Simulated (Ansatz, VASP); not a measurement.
**Two plane-wave programs on CaO**

```
CELL_PARAMETERS angstrom
0.00000 2.39745 2.39745
2.39745 0.00000 2.39745
2.39745 2.39745 0.00000
ATOMIC_POSITIONS crystal
Ca 0.00000 0.00000 0.00000
O 0.50000 0.50000 0.50000
```

Alike in both runs: task single point; functional r2SCAN; k mesh 8 × 8 × 8; occupations gaussian, width 0.02 eV; no spin polarisation.

|  | VASP | Ansatz |
| --- | --- | --- |
| version | VASP 6.6.1 | Ansatz 0.2.0 |
| potentials or method | VASP PAW PBE potentials, release 64 (Ca_sv, O), cutoff 520 eV | scalar-relativistic, plane waves, PAW |
| valence electrons in the cell | 16 | 16 |

```tsv
	VASP	Ansatz	Ansatz less VASP
gap on the k mesh at the Fermi level (eV)	4.19	4.20	+0.012
least direct gap on the mesh (eV)	4.56	4.57	+0.015
pressure (GPa)	1.1	0.0	-1.08
```

VASP's potentials were made for PBE, not for r2SCAN.
